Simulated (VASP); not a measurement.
# TiO2: relaxation of cell and atoms with LDA

Crystal: TiO2.

```
Ti O
1.0
     4.59220    0.00000    0.00000
     0.00000    4.59220    0.00000
     0.00000    0.00000    2.95740
Ti O
2 4
Direct
  0.00000 0.00000 0.00000
  0.50000 0.50000 0.50000
  0.30496 0.30496 0.00000
  0.19504 0.80496 0.50000
  0.69504 0.69504 0.00000
  0.80496 0.19504 0.50000
```

```json
{"Program": "VASP 6.6.1", "Task": "relaxation of cell and atoms", "Functional": "LDA", "Potentials or basis": "VASP PAW LDA potentials, release 64 (Ti_sv, O)", "Cutoff": "600 eV", "k mesh": "8 × 8 × 14", "Occupations": "gaussian, width 0.02 eV", "Spin": "no spin polarisation", "Dipole correction": "no", "Further INCAR settings": "ALGO = Normal; EDIFF = 1e-06; IBRION = 2; EDIFFG = -0.002; NSW = 100; ISIF = 3"}
```

| Item | Value |
| --- | --- |
| Relaxed volume | 10.09 Å³/atom |
| Relaxed cell | a = 4.552 Å, b = 4.552 Å, c = 2.922 Å, α = 90.00°, β = 90.00°, γ = 90.00° |
| Space group after relaxing (to 0.1 Å) | P4_2/mnm (No. 136) |
| Energy gained by relaxing | 7.1 meV/atom |
| Ionic steps | 16 |
| Pressure after relaxing | 0.0 GPa |
| Band gap on the k mesh | 1.82 eV |

Step by step:
| step | energy change (eV) | largest force (eV/Å) | pressure (GPa) | volume (Å³) |
| --- | --- | --- | --- | --- |
| 1 | 0.0000 | 0.0014 | -7.07 | 62.37 |
| 2 | 0.0421 | 0.3957 | 11.35 | 58.32 |
| 3 | -0.0402 | 0.1495 | -0.09 | 60.66 |
| 4 | -0.0402 | 0.1527 | 0.01 | 60.62 |
| 5 | -0.0424 | 0.0158 | 0.03 | 60.53 |
| 6 | -0.0424 | 0.0018 | 0.06 | 60.52 |
| 7 | -0.0424 | 0.0015 | 0.08 | 60.52 |
| 8 | -0.0424 | 0.0047 | 0.10 | 60.53 |
| 9 | -0.0424 | 0.0009 | -0.13 | 60.58 |
| 10 | -0.0424 | 0.0027 | -0.04 | 60.54 |
| 11 | -0.0424 | 0.0033 | 0.02 | 60.54 |
| 12 | -0.0424 | 0.0030 | 0.03 | 60.54 |
| 13 | -0.0424 | 0.0025 | 0.02 | 60.54 |
| 14 | -0.0424 | 0.0023 | 0.01 | 60.54 |
| 15 | -0.0424 | 0.0024 | 0.01 | 60.54 |
| 16 | -0.0424 | 0.0006 | 0.00 | 60.54 |

Final structure:
```
Ti O
1.0
     4.55208    0.00000    0.00000
     0.00000    4.55208    0.00000
     0.00000    0.00000    2.92178
Ti O
2 4
Direct
  0.00000 0.00000 0.00000
  0.50000 0.50000 0.50000
  0.30385 0.30385 0.00000
  0.19615 0.80385 0.50000
  0.69615 0.69615 0.00000
  0.80385 0.19615 0.50000
```

Levels at points of the mesh, in eV from the valence-band top:
| k point | band 21 | band 22 | band 23 | band 24 | band 25 | band 26 | band 27 | band 28 |
| --- | --- | --- | --- | --- | --- | --- | --- | --- |
| (0.00, 0.00, 0.00) | -0.70 | -0.48 | -0.48 | 0.00 | 1.82 | 2.10 | 2.40 | 2.52 |
| (0.50, 0.00, 0.00) | -1.70 | -1.70 | -0.78 | -0.78 | 2.53 | 2.53 | 3.09 | 3.09 |
| (0.50, 0.50, 0.00) | -1.32 | -1.32 | -1.11 | -1.11 | 1.86 | 1.86 | 2.54 | 2.54 |
| (0.00, 0.00, 0.50) | -2.57 | -2.57 | -1.47 | -1.47 | 3.04 | 3.04 | 3.27 | 3.27 |
| (0.50, 0.00, 0.50) | -2.15 | -2.15 | -1.10 | -1.10 | 1.86 | 1.86 | 3.29 | 3.29 |
| (0.50, 0.50, 0.50) | -1.39 | -1.39 | -0.68 | -0.68 | 2.61 | 2.61 | 3.23 | 3.23 |

It took 11 min on 1 thread of AMD EPYC 9R45 96-Core Processor (Zen 5), on a shared host, peak memory 0.29 GiB.

A k mesh can miss the band edges. LDA usually gives volumes a few per cent too small.
